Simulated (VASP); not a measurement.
Runs of VASP 6.6.1 on Ba4HfTi3O12 (a cell with a defect). The cell holds a defect, 20 atoms: a = 6.939 Å, b = 6.939 Å, c = 6.939 Å, α = 109.47°, β = 109.47°, γ = 109.47°. 

```tsv
task	level	U	cell	smearing	gap on the mesh (eV)	pressure (GPa)	largest force (eV/Å)
electric field gradients	PBE	-	as given	methfessel-paxton 0.01 eV	2.01	10.2	2.10
electric field gradients	PBE	-	as given	fermi-dirac 0.01 eV	2.01	10.2	2.10
electric field gradients	PBE+U	Hf d U = 3.0 eV	as given	methfessel-paxton 0.15 eV	(a)	11.4	2.54
relaxation of the atoms	PBE	-	atoms relaxed	fermi-dirac 0.01 eV	2.10	9.3	-
single point	PBE	-	as given	fermi-dirac 0.01 eV	2.10	9.3	0.18
```

Alike in all rows: potentials or basis VASP PAW PBE potentials, release 64 (Ba_sv, Hf_pv, Ti_sv, O); no spin polarisation; k mesh 3 × 3 × 3; cutoff (eV) 520.

Q: Estimate the missing entries.

A: (a) 2.04.

Caveats: spin-orbit coupling is left out, which moves the levels of the heavy elements.

A k mesh can miss the band edges, and the runs leave out spin-orbit coupling on Ba, Hf.
